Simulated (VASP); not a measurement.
K, 2 atoms in the cell. It takes space group Cmcm (No. 63, orthorhombic). The conventional cell has a = 4.876 Å, b = 8.257 Å, c = 7.812 Å, α = 90.00°, β = 90.00°, γ = 90.00°.  This cell differs from its parent crystal: strain +0.0200 x Voigt [0, 1, 0, 0, 0, 0].

* Program: VASP 6.6.1
* Task: single point
* Functional: LDA
* Potentials or basis: VASP PAW LDA potentials, release 64 (K_sv)
* Cutoff: 520 eV
* k mesh: 12 × 12 × 6
* Occupations: gaussian, width 0.15 eV
* Spin: no spin polarisation
* Dipole correction: no
* Further INCAR settings: ALGO = Fast; EDIFF = 1e-06; NBANDS = 16

Potentials or basis: VASP PAW LDA potentials, release 64 (K_sv).

The run is started by

```console
$ cat potpaw_LDA.64/K_sv/POTCAR > POTCAR
$ mpirun -np 1 vasp_std > vasp.out
```

Hardware: 1 thread of AMD EPYC 9R45 96-Core Processor (Zen 5) (shared host).

Estimate the wall time of this run.

Run time: 4 min on 1 thread of AMD EPYC 9R45 96-Core Processor (Zen 5), with other jobs on the host, peak memory 0.42 GiB. Counts: scf iterations 12, k points 172.
